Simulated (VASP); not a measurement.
Input of a VASP 6.6.1 run:

INCAR

```
  ALGO = Normal
  EDIFF = 1E-6
  ENCUT = 520
  GGA = PS
  ISIF = 2
  ISMEAR = 0
  LASPH = T
  LCHARG = T
  LELF = T
  LREAL = F
  LVHAR = T
  LWAVE = F
  NBANDS = 15
  NELM = 80
  PREC = Accurate
  SIGMA = 0.05
```

KPOINTS

```
k-points
0
Gamma
  6 6 6
```

The input POSCAR:

```
RbBr
1.0
    0.0000000000      3.4275000000      3.4275000000
    3.7274062500      0.0000000000      3.4275000000
    3.7274062500      3.4275000000      0.0000000000
Rb Br
1 1
Direct
    0.0000000000      0.0000000000      0.0000000000
    0.5000000000      0.5000000000      0.5000000000
```

Potentials or basis: VASP PAW PBE potentials, release 64 (Rb_sv, Br).

Run with:

```sh
$ cat potpaw_PBE.64/Rb_sv/POTCAR potpaw_PBE.64/Br/POTCAR > POTCAR
$ mpirun -np 1 vasp_std > vasp.out
```

Predict the pressure.

-0.7 GPa.

Predict the band gap on the k mesh.

4.01 eV, direct.

Stress tensor (GPa, compression positive):
```
-1.53  0.00  0.00
 0.00 -0.34  0.00
 0.00  0.00 -0.34
```

Caveat: the cell differs from its parent crystal (strain +0.0875 x Voigt [1, 0, 0, 0, 0, 0]); the PAW data sets were made with another functional, which shifts forces and pressure a little.
